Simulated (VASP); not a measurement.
# B3H10N3 in VASP: notebook

Runs on B3H10N3. Level: PBE. Tasks: single point.

Everything below comes from runs of VASP 6.6.1. Logs are shortened: lines on timing, memory, paths and dates and some standing lists are left out, and cuts for length are marked.

### 1 The cell of the first run

The cell holds a wire with vacuum, 16 atoms: a = 12.200 Å, b = 13.200 Å, c = 4.225 Å, α = 90.00°, β = 90.00°, γ = 90.00°.

### 2 Single point, PBE

INCAR

```
SYSTEM = B3H10N3
ALGO = Normal
EDIFF = 1E-6
ENCUT = 520
GGA = PE
ISIF = 2
ISMEAR = 0
LASPH = .True.
LCHARG = .False.
LREAL = Auto
LWAVE = .False.
NBANDS = 31
NELM = 100
PREC = Accurate
SIGMA = 0.05
```

KPOINTS

```
k-points
0
Gamma
  1 1 8
  0 0 0
```

POSCAR

```
B3H10N3
1.0
   12.2000000000      0.0000000000      0.0000000000
    0.0000000000     13.2000000000      0.0000000000
    0.0000000000      0.0000000000      4.2245145343
B N H
3 3 10
Direct
    0.5523479528      0.5067221236      0.9998058547
    0.5523479528      0.3949882216      0.4998058547
    0.4476520472      0.5625890746      0.4998058547
    0.5523479528      0.5067221236      0.6251941453
    0.5523479528      0.3949882216      0.1251941453
    0.4476520472      0.5625890746      0.1251941453
    0.6318490408      0.5491448274      0.0950197551
    0.4728468648      0.3525655179      0.5950197551
    0.6318490408      0.3525655179      0.5950197551
    0.3681509592      0.5201663708      0.5950197551
    0.4476520472      0.6474344821      0.5950197551
    0.6204917425      0.5430844411      0.5435822307
    0.4842041631      0.3586259041      0.0435822307
    0.6204917425      0.3586259041      0.0435822307
    0.3795082575      0.5262267571      0.0435822307
    0.4476520472      0.6353137096      0.0435822307
```

Potentials or basis: VASP PAW PBE potentials, release 64 (B, N, H).

Run with:

```sh
> cat potpaw_PBE.64/B/POTCAR potpaw_PBE.64/N/POTCAR potpaw_PBE.64/H/POTCAR > POTCAR
> mpirun -np 1 vasp_std > vasp.out
```

OUTCAR:

```text
SYSTEM = B3H10N3
   EDIFF = 1E-6
   ENCUT = 520
   GGA = PE
   ISIF = 2
   ISMEAR = 0
   LASPH = .True.
   LREAL = Auto
   NELM = 100
   PREC = Accurate

 ion  position               nearest neighbor table
   1  0.552  0.507  1.000-   7 1.19   5 1.57   6 1.57   4 1.58
   2  0.552  0.395  0.500-   8 1.19   9 1.19   4 1.57   5 1.58
   3  0.448  0.563  0.500-  11 1.19  10 1.19   4 1.57   6 1.58
   4  0.552  0.507  0.625-  12 1.02   2 1.57   3 1.57   1 1.58
   5  0.552  0.395  0.125-  13 1.02  14 1.02   1 1.57   2 1.58
   6  0.448  0.563  0.125-  15 1.02  16 1.02   1 1.57   3 1.58
   7  0.632  0.549  0.095-   1 1.19
   8  0.473  0.353  0.595-   2 1.19
   9  0.632  0.353  0.595-   2 1.19
  10  0.368  0.520  0.595-   3 1.19
  11  0.448  0.647  0.595-   3 1.19
  12  0.620  0.543  0.544-   4 1.02
  13  0.484  0.359  0.044-   5 1.02
  14  0.620  0.359  0.044-   5 1.02
  15  0.380  0.526  0.044-   6 1.02
  16  0.448  0.635  0.044-   6 1.02

  LATTYP: Found a simple orthorhombic cell.
 ALAT       =     4.2245145343
 B/A-ratio  =     2.8879057939
 C/A-ratio  =     3.1246193836

  Lattice vectors:

 A1 = (   0.0000000000,   0.0000000000,   4.2245145343)
 A2 = (  12.2000000000,   0.0000000000,   0.0000000000)
 A3 = (   0.0000000000,  13.2000000000,   0.0000000000)

Analysis of symmetry for initial positions (statically):
=====================================================================
 Subroutine PRICEL returns:
 Original cell was already a primitive cell.

 Routine SETGRP: Setting up the symmetry group for a
 simple orthorhombic supercell.

 Subroutine GETGRP returns: Found  1 space group operations
 (whereof  1 operations were pure point group operations)
 out of a pool of  8 trial point group operations.

The static configuration has the point symmetry C_1 .

Analysis of symmetry for dynamics (positions and initial velocities):
=====================================================================
 Subroutine PRICEL returns:
 Original cell was already a primitive cell.

 Routine SETGRP: Setting up the symmetry group for a
 simple orthorhombic supercell.

 Subroutine GETGRP returns: Found  1 space group operations
 (whereof  1 operations were pure point group operations)
 out of a pool of  8 trial point group operations.

The dynamic configuration has the point symmetry C_1 .

 Subroutine INISYM returns: Found  1 space group operations
 (whereof  1 operations are pure point group operations),
 and found     1 'primitive' translations

----------------------------------------------------------------------------------------

                                     Primitive cell

  volume of cell :     680.3158

  direct lattice vectors                    reciprocal lattice vectors
    12.200000000  0.000000000  0.000000000     0.081967213  0.000000000  0.000000000
     0.000000000 13.200000000  0.000000000     0.000000000  0.075757576  0.000000000
     0.000000000  0.000000000  4.224514534     0.000000000  0.000000000  0.236713590

  length of vectors
    12.200000000 13.200000000  4.224514534     0.081967213  0.075757576  0.236713590

  position of ions in fractional coordinates (direct lattice)
     0.552347953  0.506722124  0.999805855
     0.552347953  0.394988222  0.499805855
     0.447652047  0.562589075  0.499805855
     0.552347953  0.506722124  0.625194145
     0.552347953  0.394988222  0.125194145
     0.447652047  0.562589075  0.125194145
[... 8 lines left out ...]
     0.379508257  0.526226757  0.043582231
     0.447652047  0.635313710  0.043582231

  ion indices of the primitive-cell ions
   primitive index   ion index
                 1           1
                 2           2
                 3           3
                 4           4
                 5           5
                 6           6
[... 8 lines left out ...]
                15          15
                16          16

----------------------------------------------------------------------------------------

 KPOINTS: k-points

Automatic generation of k-mesh.
 Grid dimensions read from file:
 generate k-points for:    1    1    8

 Generating k-lattice:

  Cartesian coordinates                     Fractional coordinates (reciprocal lattice)
     0.081967213  0.000000000  0.000000000     1.000000000  0.000000000  0.000000000
     0.000000000  0.075757576  0.000000000     0.000000000  1.000000000  0.000000000
     0.000000000  0.000000000  0.029589199     0.000000000  0.000000000  0.125000000

  Length of vectors
     0.081967213  0.075757576  0.029589199

  Shift w.r.t. Gamma in fractional coordinates (k-lattice)
     0.000000000  0.000000000  0.000000000

 Subroutine IBZKPT returns following result:
 ===========================================

 Found      5 irreducible k-points:

 Following reciprocal coordinates:
            Coordinates               Weight
  0.000000  0.000000  0.000000      1.000000
  0.000000  0.000000  0.125000      2.000000
  0.000000  0.000000  0.250000      2.000000
  0.000000  0.000000  0.375000      2.000000
  0.000000  0.000000  0.500000      1.000000
   k-points           NKPTS =      5   k-points in BZ     NKDIM =      5   number of bands    NBANDS=     31
   number of dos      NEDOS =    301   number of ions     NIONS =     16
   total plane-waves  NPLWV = 301056
   dimension x,y,z NGX =    96 NGY =   98 NGZ =   32
   dimension x,y,z NGXF=   192 NGYF=  196 NGZF=   64
   ions per type =               3   3  10
   NGX,Y,Z   is equivalent  to a cutoff of  13.08, 12.34, 12.59 a.u.
   NGXF,Y,Z  is equivalent  to a cutoff of  26.16, 24.69, 25.19 a.u.
 SYSTEM =  B3H10N3
   PREC   = accura    normal or accurate (medium, high low for compatibility)
   ISTART =      0    job   : 0-new  1-cont  2-samecut
   ICHARG =      2    charge: 1-file 2-atom 10-const
   ISPIN  =      1    spin polarized calculation?
   LNONCOLLINEAR =      F non collinear calculations
   LSORBIT =      F    spin-orbit coupling
   LASPH  =      T    aspherical Exc in radial PAW
   ENCUT  =  520.0 eV  38.22 Ry    6.18 a.u.  22.68 24.54  7.85*2*pi/ulx,y,z
   NELM   =    100;   NELMIN=  2; NELMDL= -5     # of ELM steps
   EDIFF  = 0.1E-05   stopping-criterion for ELM
   LREAL  =      T    real-space projection
   EDIFFG = 0.1E-04   stopping-criterion for IOM
   NSW    =      0    number of steps for IOM
   IBRION =     -1    ionic relax: 0-MD 1-quasi-New 2-CG
   NFREE  =      0    steps in history (QN), initial steepest desc. (CG)
   ISIF   =      2    stress and relaxation
   ISYM   =      2    0-nonsym 1-usesym 2-fastsym
   POTIM  = 0.5000    time-step for ionic-motion
   TEBEG  =    0.0;   TEEND  =   0.0 temperature during run
   PSTRESS=    0.0 pullay stress
   NELECT =      34.0000    total number of electrons
   NUPDOWN=      -1.0000    fix difference up-down
   EMIN   =  10.00;   EMAX   =-10.00  energy-range for DOS
   EFERMI =   0.00;   METHOD = LEGACY
   ISMEAR =     0;   SIGMA  =   0.05  broadening in eV -4-tet -1-fermi 0-gaus
   EFERMI_NEDOS =   21; number of points for ismear=-14 and -15
   IALGO  =     38    algorithm
   IMIX   =      4    mixing-type and parameters
     AMIX     =   0.40;   BMIX     =  1.00
     AMIX_MAG =   1.60;   BMIX_MAG =  1.00
  volume/ion in A,a.u.               =      42.52       286.94
  Fermi-wavevector in a.u.,A,eV,Ry     =   0.603019  1.139541  4.947511  0.363632
  Thomas-Fermi vector in A             =   1.655844
   LORBIT       =      0    0 simple, 1 ext, 2 COOP (PROOUT), +10 PAW based schemes
   GGA     = PE    functional components
   LHFCALC =     F    Hartree Fock is set to
   AEXX    =    0.0000 exact exchange contribution
   IVDW    =     0    specifies the selected vdW correction
   LEPSILON=     F    determine dielectric tensor
   LRPA    =     F    only Hartree local field effects (RPA)
 non-spin polarized calculation
 Gauss-broadening in eV      SIGMA  =   0.05
  energy-cutoff  :      520.00
  volume of cell :      680.32
 maximum number of plane-waves:     18344
 NGX is ok and might be reduce to    90
   NGX = 45   NGY = 49   NGZ = 15

 number of electron      33.9999998 magnetization

 Free energy of the ion-electron system (eV)
  ---------------------------------------------------
  ext. energy  EPLUGINS =         0.00000000
  ---------------------------------------------------
  free energy    TOTEN  =       -84.93248595 eV

  energy without entropy =      -84.93248595  energy(sigma->0) =      -84.93248595

 E-fermi :  -4.7885     XC(G=0):  -2.0318

 val. band max:       -5.0850881026   @ k =   0.0000   0.0000   0.0000
 cond. band min:      -0.0603454632   @ k =   0.0000   0.0000   0.0000
 fundamental gap:      5.0247426394
 Fermi energy:        -4.7884679722

 k-point     1 :       0.0000    0.0000    0.0000
  band No.  band energies     occupation
      1     -22.4212      2.00000
      2     -21.2558      2.00000
      3     -19.8974      2.00000
      4     -12.8645      2.00000
      5     -12.1601      2.00000
      6     -12.0137      2.00000
[... 21 lines left out ...]
     28       2.7532      0.00000
     29       2.9476      0.00000

 k-point     2 :       0.0000    0.0000    0.1250
  band No.  band energies     occupation
      1     -22.3684      2.00000
      2     -21.2443      2.00000
      3     -19.9828      2.00000
      4     -12.8612      2.00000
      5     -12.6261      2.00000
      6     -11.9388      2.00000
[... 21 lines left out ...]
     28       2.8873      0.00000
     29       3.1178      0.00000

 k-point     3 :       0.0000    0.0000    0.2500
  band No.  band energies     occupation
      1     -22.2239      2.00000
      2     -21.2160      2.00000
      3     -20.2066      2.00000
      4     -13.0152      2.00000
      5     -12.6504      2.00000
      6     -12.1398      2.00000
[... 21 lines left out ...]
     28       3.2226      0.00000
     29       3.4751      0.00000

 k-point     4 :       0.0000    0.0000    0.3750
  band No.  band energies     occupation
      1     -22.0414      2.00000
      2     -21.1871      2.00000
      3     -20.4687      2.00000
      4     -13.0264      2.00000
      5     -12.5288      2.00000
      6     -12.5133      2.00000
[... 21 lines left out ...]
     28       3.2178      0.00000
     29       3.6282      0.00000

 k-point     5 :       0.0000    0.0000    0.5000
  band No.  band energies     occupation
      1     -21.9461      2.00000
      2     -21.1750      2.00000
      3     -20.5969      2.00000
      4     -12.9478      2.00000
      5     -12.6559      2.00000
      6     -12.4335      2.00000
[... 21 lines left out ...]
     28       3.1796      0.00000
     29       3.4952      0.00000
 [bands above 29 left out]

------------------------ aborting loop because EDIFF is reached ----------------------------------------

  FORCE on cell =-STRESS in cart. coord.  units (eV):
  Direction    XX          YY          ZZ          XY          YZ          ZX
  --------------------------------------------------------------------------------------
  -------------------------------------------------------------------------------------
  Total        1.9504215      1.7771798      7.8875330      0.1503953     -0.0353676     -0.0624404
  in kB        4.5933389      4.1853460     18.5755293      0.3541884     -0.0832924     -0.1470502
  external PRESSURE =       9.1180714 kB  Pullay stress =       0.0000000 kB

 VOLUME and BASIS-vectors are now :
 -----------------------------------------------------------------------------
  energy-cutoff  :      520.00
  volume of cell :      680.32
      direct lattice vectors                 reciprocal lattice vectors
    12.200000000  0.000000000  0.000000000     0.081967213  0.000000000  0.000000000
     0.000000000 13.200000000  0.000000000     0.000000000  0.075757576  0.000000000
     0.000000000  0.000000000  4.224514534     0.000000000  0.000000000  0.236713590

 POSITION                                       TOTAL-FORCE (eV/Angst)
 -----------------------------------------------------------------------------------
      6.73865      6.68873      4.22369        -0.010945     -0.008944     -1.177898
      6.73865      5.21384      2.11144         0.291249      0.233952     -0.184011
      5.46135      7.42618      2.11144         0.350705      0.137758     -0.184245
      6.73865      6.68873      2.64114        -0.574356     -0.332352      0.393697
      6.73865      5.21384      0.52888        -0.229564      0.696611      1.030012
      5.46135      7.42618      0.52888         0.487393     -0.546692      1.029875
[... 8 lines left out ...]
      4.63000      6.94619      0.18411        -0.106669      0.353994     -0.219904
      5.46135      8.38614      0.18411        -0.214840     -0.188362     -0.226830
 -----------------------------------------------------------------------------------
    total drift:                                0.000109     -0.002752     -0.000514

  FREE ENERGIE OF THE ION-ELECTRON SYSTEM (eV)
  ---------------------------------------------------
  free  energy   TOTEN  =       -84.9324859523 eV

  energy  without entropy=      -84.9324859523  energy(sigma->0) =      -84.93248595
```

Wall time 2.1 min (1 thread of Intel Xeon 6975P-C (Granite Rapids), shared host); peak memory 0.61 GiB.

Results:

- Free energy: -84.9325 eV
- Largest force: 1.264 eV/Å
- Band gap on the k mesh: 5.02 eV, direct

Forces on the atoms (eV/Å):
```
B   -0.011 -0.009 -1.178
B    0.291  0.234 -0.184
B    0.351  0.138 -0.184
N   -0.574 -0.332  0.394
N   -0.230  0.697  1.030
N    0.487 -0.547  1.030
H    0.511  0.295  0.043
H   -0.642 -0.298 -0.023
H    0.734 -0.438 -0.083
H   -0.580 -0.407 -0.023
H   -0.012  0.855 -0.083
H    0.014  0.009  0.155
H    0.253 -0.270 -0.220
H   -0.271 -0.092 -0.227
H   -0.107  0.354 -0.220
H   -0.215 -0.188 -0.227
```

### 3 Single point, PBE

This run uses another cell than the first one, of 44.73 Å³/atom, 1.052 times its volume.

INCAR

```
PREC = Accurate
ENCUT = 520
EDIFF = 1E-7
ISMEAR = 0
SIGMA = 0.05
LREAL = Auto
LASPH = T
NELM = 60
ALGO = Normal
ISIF = 2
LWAVE = F
LCHARG = F
GGA = PE
NBANDS = 31
```

KPOINTS

```
Automatic mesh
0
Gamma
  1 1 8
```

POSCAR

```
B3H10N3
1.0
   12.2000000000      0.0000000000      0.0000000000
    0.0000000000     13.2000000000      0.0000000000
    0.0000000000      0.0000000000      4.4442957978
B N H
3 3 10
Direct
    0.5522188348      0.5066552715      0.9929336009
    0.5533804673      0.3919162890      0.5002297852
    0.4452447223      0.5649042144      0.5002333520
    0.5445840917      0.5025850443      0.6354549569
    0.5529553231      0.3977209055      0.1382001737
    0.4505265208      0.5617323721      0.1382025917
    0.6354975675      0.5510790402      0.0667691217
    0.4741273123      0.3419963688      0.5786459908
    0.6398022296      0.3524964890      0.5762496576
    0.3588691003      0.5263402973      0.5785202352
    0.4514173872      0.6537788691      0.5763795451
    0.6139043785      0.5396017969      0.5667564301
    0.4881902894      0.3571686349      0.0542300199
    0.6197663773      0.3601333229      0.0554882266
    0.3801415041      0.5302214035      0.0540875903
    0.4487657049      0.6340219524      0.0556286514
```

Potentials or basis: VASP PAW PBE potentials, release 64 (B, N, H).

Run with:

```sh
> cat potpaw_PBE.64/B/POTCAR potpaw_PBE.64/N/POTCAR potpaw_PBE.64/H/POTCAR > POTCAR
> mpirun -np 1 vasp_std > vasp.out
```

Run time: 2.2 min. Hardware: 1 thread of Intel Xeon 6975P-C (Granite Rapids), shared host; peak memory 0.8 GiB.

Results (log left out):

```yaml
Free_energy: -85.3880 eV
Largest_force: 0.023 eV/Å
Band_gap_on_the_k_mesh: 5.43 eV, direct
```

Forces on the atoms (eV/Å):
```
B    0.006  0.003  0.009
B    0.002  0.004 -0.004
B    0.003  0.000 -0.004
N    0.000 -0.001  0.000
N   -0.003 -0.019 -0.013
N   -0.017  0.008 -0.013
H    0.007  0.004  0.000
H   -0.007 -0.005  0.001
H    0.006 -0.005  0.002
H   -0.008 -0.003  0.001
H   -0.002  0.008  0.002
H    0.013  0.007 -0.003
H   -0.008 -0.003  0.005
H    0.010 -0.002  0.005
H   -0.006 -0.006  0.005
H    0.003  0.010  0.005
```

Levels at points of the mesh, in eV from the valence-band top:
```csv
k point,band 15,band 16,band 17,band 18,band 19,band 20
"(0.00, 0.00, 0.00)",-0.93,-0.01,0.00,5.43,5.84,6.03
"(0.00, 0.00, 0.50)",-1.28,-0.78,-0.53,6.17,6.57,6.76
```
